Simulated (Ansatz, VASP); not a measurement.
Two plane-wave programs on AgI

```
Ag I
1.0
     0.00000    3.28859    3.28859
     3.28859    0.00000    3.28859
     3.28859    3.28859    0.00000
Ag I
1 1
Direct
  0.00000 0.00000 0.00000
  0.75000 0.75000 0.75000
```

Alike in both runs: functional r2SCAN; k mesh 8 × 8 × 8; occupations gaussian, width 0.02 eV; no spin polarisation.

Ansatz relaxed the structure, and its values are those at the end. VASP's run is a single point on that final structure, the one shown.

```csv
,VASP,Ansatz
version,VASP 6.6.1,Ansatz 0.2.0
potentials or method,"VASP PAW PBE potentials, release 64 (Ag, I), cutoff 550 eV","scalar-relativistic, plane waves, PAW"
valence electrons in the cell,18,36
```

Ansatz gave:

| Quantity | Value |
| --- | --- |
| gap on the k mesh at the Fermi level (eV) | 1.82 |
| least direct gap on the mesh (eV) | 1.82 |
| pressure (GPa) | 0.0 |

Problem. Estimate VASP's values.

Solution. gap on the k mesh at the Fermi level (eV): 1.79; least direct gap on the mesh (eV): 1.79; pressure (GPa): -0.1.

VASP's potentials were made for PBE, not for r2SCAN. VASP's potentials hold 18 valence electrons a cell and Ansatz's 36, so a difference there can come from the potentials and not from the codes.

Neither program's run includes spin-orbit coupling.
